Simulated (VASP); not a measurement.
Input of a VASP 6.6.1 run:

Contents of INCAR:

```
PREC = Accurate ; ENCUT = 520
EDIFF = 1E-6 ; ISMEAR = -1
SIGMA = 0.17 ; LREAL = Auto
LASPH = True ; NELM = 60
ALGO = Normal ; ISIF = 2
LWAVE = False ; LCHARG = False
GGA = PS ; NBANDS = 86
```

The input KPOINTS:

```
Automatic mesh
0
Gamma
  3 3 3
```

Contents of POSCAR:

```
WC
1.0
   -2.8860900000     -4.9988550000      0.0000000000
    4.3291350000     -2.4994270000      0.0000000000
    0.0000000000      0.0000000000      5.6483400000
W C
8 8
Direct
    0.7623352392      0.4948720958      0.0111537195
    0.7456302727      0.4892330855      0.5158152661
    0.5147697508      0.0016566427      0.0342047398
    0.5160340054     -0.0180358010      0.5039002610
    0.2597439275      0.4712591203      0.0130657857
    0.2699576700      0.4723165556      0.5010675703
    0.0118193447     -0.0174372727      0.0101268691
    0.0156244866     -0.0067233582      0.5096895725
    0.5009973426      0.6470630785      0.2398757865
    0.5088541447      0.6703184028      0.7709344692
    0.2451419498      0.1543037419      0.2492767787
    0.2890893966      0.1105389452      0.7864434506
    0.0029541258      0.6398797619      0.2715665133
    0.0411790635      0.6396073311      0.7522387108
    0.7406644555      0.1665284816      0.2833575882
    0.7693378905      0.1539518616      0.7499548540
```

Potentials or basis: VASP PAW PBE potentials, release 64 (W_sv, C).

Launch:

```bash
$ cat potpaw_PBE.64/W_sv/POTCAR potpaw_PBE.64/C/POTCAR > POTCAR
$ mpirun -np 1 vasp_std > vasp.out
```

Predict the band gap on the k mesh.

zero (bands 72 and 73 overlap by 0.16 eV).

Predict the largest force.

5.139 eV/Å.

What does it give for the pressure?

10.9 GPa.

Forces in eV/Å, atoms in the order of the input:
```
W   -0.951  0.426 -0.522
W   -0.949 -2.508  0.129
W   -3.278  0.522 -3.923
W    0.398  1.521  3.106
W    1.832 -0.925 -1.621
W    1.939  0.347  2.121
W   -0.406  0.682 -0.153
W   -1.666  0.990  0.836
C    0.125 -0.667  2.364
C   -1.678  0.273 -0.418
C   -1.105 -0.280  1.812
C    4.047  0.966 -2.805
C    0.716 -0.957 -0.791
C    1.935  1.696  0.456
C   -1.218 -2.245 -2.017
C    0.260  0.162  1.427
```

Caveat: the k points lie up to 0.42 Å⁻¹ apart; the PAW data sets were made with another functional, which shifts forces and pressure a little; spin-orbit coupling is left out, which moves the levels of the heavy elements.
